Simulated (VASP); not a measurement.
# Cu (Fm-3m) in VASP: single point with PBEsol

Aim: the single point of Cu with PBEsol.

Program: VASP 6.6.1. These are calculated values, not measurements. Logs are shortened: lines on timing, memory, paths and dates and some standing lists are left out, and cuts for length are marked.

**1. The cell of the first run**

The structure is cubic, space group Fm-3m (No. 225). The conventional cell has a = 3.563 Å, b = 3.563 Å, c = 3.563 Å, α = 90.00°, β = 90.00°, γ = 90.00°. Within 3.3 Å of Cu (site symmetry m-3m) lie 12 Cu at 2.52 Å.

**2. Single point, PBEsol**

File INCAR:

```
PREC     = Accurate       # precision mode
ENCUT    = 520            # plane-wave cutoff, eV
EDIFF    = 1E-6           # SCF threshold, eV
ISMEAR   = 0              # smearing method
SIGMA    = 0.1            # smearing width, eV
LREAL    = False          # projectors in reciprocal space
LASPH    = True           # aspherical terms in the spheres
NELM     = 100            # most SCF steps
ALGO     = Normal         # electronic algorithm
ISIF     = 2              # what is computed and relaxed
LWAVE    = False          # write WAVECAR
LCHARG   = False          # write CHGCAR
GGA      = PS             # functional
NBANDS   = 12             # bands
```

File KPOINTS:

```
Automatic mesh
0
Gamma
  20 20 20
```

File POSCAR:

```
Cu
1.0
    0.0000000000      1.7816373414      1.7816373414
    1.7816373414      0.0000000000      1.7816373414
    1.7816373414      1.7816373414      0.0000000000
Cu
1
Direct
    0.0000000000      0.0000000000      0.0000000000
```

Potentials or basis: VASP PAW PBE potentials, release 64 (Cu).

Run with:

```bash
cat potpaw_PBE.64/Cu/POTCAR > POTCAR
mpirun -np 1 vasp_std > vasp.out
```

OUTCAR:

```text
PREC = Accurate
   ENCUT = 520
   EDIFF = 1E-6
   ISMEAR = 0
   LREAL = False
   LASPH = True
   NELM = 100
   ISIF = 2
   GGA = PS

 ion  position               nearest neighbor table
   1  0.000  0.000  0.000-

  LATTYP: Found a face centered cubic cell.
 ALAT       =     3.5632746828

  Lattice vectors:

 A1 = (   0.0000000000,   1.7816373414,   1.7816373414)
 A2 = (   1.7816373414,   0.0000000000,   1.7816373414)
 A3 = (   1.7816373414,   1.7816373414,   0.0000000000)

Analysis of symmetry for initial positions (statically):
=====================================================================
 Subroutine PRICEL returns:
 Original cell was already a primitive cell.

 Routine SETGRP: Setting up the symmetry group for a
 face centered cubic supercell.

 Subroutine GETGRP returns: Found 48 space group operations
 (whereof 48 operations were pure point group operations)
 out of a pool of 48 trial point group operations.

The static configuration has the point symmetry O_h .

Analysis of symmetry for dynamics (positions and initial velocities):
=====================================================================
 Subroutine PRICEL returns:
 Original cell was already a primitive cell.

 Routine SETGRP: Setting up the symmetry group for a
 face centered cubic supercell.

 Subroutine GETGRP returns: Found 48 space group operations
 (whereof 48 operations were pure point group operations)
 out of a pool of 48 trial point group operations.

The dynamic configuration has the point symmetry O_h .

 Subroutine INISYM returns: Found 48 space group operations
 (whereof 48 operations are pure point group operations),
 and found     1 'primitive' translations

----------------------------------------------------------------------------------------

                                     Primitive cell

  volume of cell :      11.3107

  direct lattice vectors                    reciprocal lattice vectors
     0.000000000  1.781637341  1.781637341    -0.280640728  0.280640728  0.280640728
     1.781637341  0.000000000  1.781637341     0.280640728 -0.280640728  0.280640728
     1.781637341  1.781637341  0.000000000     0.280640728  0.280640728 -0.280640728

  length of vectors
     2.519615691  2.519615691  2.519615691     0.486083999  0.486083999  0.486083999

  position of ions in fractional coordinates (direct lattice)
     0.000000000  0.000000000  0.000000000

  ion indices of the primitive-cell ions
   primitive index   ion index
                 1           1
[... 79 lines left out ...]
   ISYM   =      2    0-nonsym 1-usesym 2-fastsym
   POTIM  = 0.5000    time-step for ionic-motion
   TEBEG  =    0.0;   TEEND  =   0.0 temperature during run
   PSTRESS=    0.0 pullay stress
   NELECT =      11.0000    total number of electrons
   NUPDOWN=      -1.0000    fix difference up-down
   EMIN   =  10.00;   EMAX   =-10.00  energy-range for DOS
   EFERMI =   0.00;   METHOD = LEGACY
   ISMEAR =     0;   SIGMA  =   0.10  broadening in eV -4-tet -1-fermi 0-gaus
   EFERMI_NEDOS =   21; number of points for ismear=-14 and -15
   IALGO  =     38    algorithm
   IMIX   =      4    mixing-type and parameters
     AMIX     =   0.40;   BMIX     =  1.00
     AMIX_MAG =   1.60;   BMIX_MAG =  1.00
  volume/ion in A,a.u.               =      11.31        76.33
  Fermi-wavevector in a.u.,A,eV,Ry     =   1.621971  3.065081 35.794070  2.630790
  Thomas-Fermi vector in A             =   2.715660
   LORBIT       =      0    0 simple, 1 ext, 2 COOP (PROOUT), +10 PAW based schemes
   GGA     = PS    functional components
   LHFCALC =     F    Hartree Fock is set to
   AEXX    =    0.0000 exact exchange contribution
   IVDW    =     0    specifies the selected vdW correction
   LEPSILON=     F    determine dielectric tensor
   LRPA    =     F    only Hartree local field effects (RPA)
 non-spin polarized calculation
 Gauss-broadening in eV      SIGMA  =   0.10
  energy-cutoff  :      520.00
  volume of cell :       11.31
 maximum number of plane-waves:       322
   NGX =  9   NGY =  9   NGZ =  9

 number of electron      11.0000013 magnetization

 Free energy of the ion-electron system (eV)
  ---------------------------------------------------
  ext. energy  EPLUGINS =         0.00000000
  ---------------------------------------------------
  free energy    TOTEN  =        -4.30992782 eV

  energy without entropy =       -4.30863841  energy(sigma->0) =       -4.30928312

 E-fermi :   7.9118     XC(G=0): -13.1620

 val. band max:        7.8581763375   @ k =   0.4500   0.3000   0.0000
 cond. band min:       7.9165365433   @ k =   0.5000   0.2500   0.1000
 fundamental gap:      0.0583602057
 Fermi energy:         7.9117874621

 k-point     1 :       0.0000    0.0000    0.0000
  band No.  band energies     occupation
      1      -1.7776      2.00000
      2       4.7852      2.00000
      3       4.7852      2.00000
      4       4.7852      2.00000
      5       5.6750      2.00000
      6       5.6750      2.00000
      7      30.8747      0.00000
      8      33.8274      0.00000
      9      33.8274      0.00000
     10      33.8274      0.00000
     11      36.3463      0.00000
     12      36.3463      0.00000
[... 331 lines left out ...]
 k-point    24 :      -0.3500    0.0500    0.0000
  band No.  band energies     occupation
      1       2.1342      2.00000
      2       4.8147      2.00000
      3       4.8580      2.00000
      4       4.9629      2.00000
      5       6.0091      2.00000
      6       6.3043      2.00000
      7      15.4606      0.00000
      8      28.2004      0.00000
      9      30.5839      0.00000
     10      31.7788      0.00000
     11      33.9956      0.00000
     12      35.8099      0.00000

 [... further k-points ...]

------------------------ aborting loop because EDIFF is reached ----------------------------------------

  FORCE on cell =-STRESS in cart. coord.  units (eV):
  Direction    XX          YY          ZZ          XY          YZ          ZX
  --------------------------------------------------------------------------------------
  -------------------------------------------------------------------------------------
  Total        0.0532372      0.0532372      0.0532372     -0.0000000      0.0000000     -0.0000000
  in kB        7.5411490      7.5411490      7.5411490     -0.0000000      0.0000000     -0.0000000
  external PRESSURE =       7.5411490 kB  Pullay stress =       0.0000000 kB

 VOLUME and BASIS-vectors are now :
 -----------------------------------------------------------------------------
  energy-cutoff  :      520.00
  volume of cell :       11.31
      direct lattice vectors                 reciprocal lattice vectors
     0.000000000  1.781637341  1.781637341    -0.280640728  0.280640728  0.280640728
     1.781637341  0.000000000  1.781637341     0.280640728 -0.280640728  0.280640728
     1.781637341  1.781637341  0.000000000     0.280640728  0.280640728 -0.280640728

 POSITION                                       TOTAL-FORCE (eV/Angst)
 -----------------------------------------------------------------------------------
      0.00000      0.00000      0.00000        -0.000000     -0.000000     -0.000000
 -----------------------------------------------------------------------------------
    total drift:                                0.000000      0.000000      0.000000

  FREE ENERGIE OF THE ION-ELECTRON SYSTEM (eV)
  ---------------------------------------------------
  free  energy   TOTEN  =        -4.3099278226 eV

  energy  without entropy=       -4.3086384097  energy(sigma->0) =       -4.30928312
```

stdout:

```text
POSCAR found type information on POSCAR Cu
 POSCAR found :  1 types and       1 ions
 scaLAPACK will be used
 -----------------------------------------------------------------------------
|                                                                             |
|                                                                             |
|     You enforced a specific xc type in the INCAR file but a different       |
|     I HOPE YOU KNOW WHAT YOU ARE DOING!                                     |
|                                                                             |
 -----------------------------------------------------------------------------

 LDA part: xc-table for (Slater+PW92), standard interpolation
 POSCAR, INCAR and KPOINTS ok, starting setup
 FFT: planning ... GRIDC
 FFT: planning ... GRID_SOFT
 FFT: planning ... GRID
 WAVECAR not read
 entering main loop
```

Wall time 19 s (1 thread of Intel Xeon Platinum 8488C (Sapphire Rapids), shared host); peak memory 0.15 GiB.

Results:

- Free energy: -4.3099 eV
- Pressure: 0.8 GPa

Levels at points of the mesh, in eV from the Fermi level:
| k point | band 2 | band 3 | band 4 | band 5 | band 6 | band 7 | band 8 | band 9 | band 10 | band 11 |
| --- | --- | --- | --- | --- | --- | --- | --- | --- | --- | --- |
| (0.00, 0.00, 0.00) | -3.13 | -3.13 | -3.13 | -2.24 | -2.24 | 22.96 | 25.92 | 25.92 | 25.92 | 28.43 |
| (0.50, 0.00, 0.00) | -3.16 | -3.16 | -1.63 | -1.63 | -1.13 | 4.00 | 21.44 | 22.73 | 22.73 | 25.70 |
| (0.50, 0.50, 0.00) | -4.62 | -1.65 | -1.48 | -1.48 | 1.46 | 7.44 | 13.41 | 13.41 | 18.04 | 21.00 |

Caveat: the PAW data sets were made with another functional, which shifts forces and pressure a little.
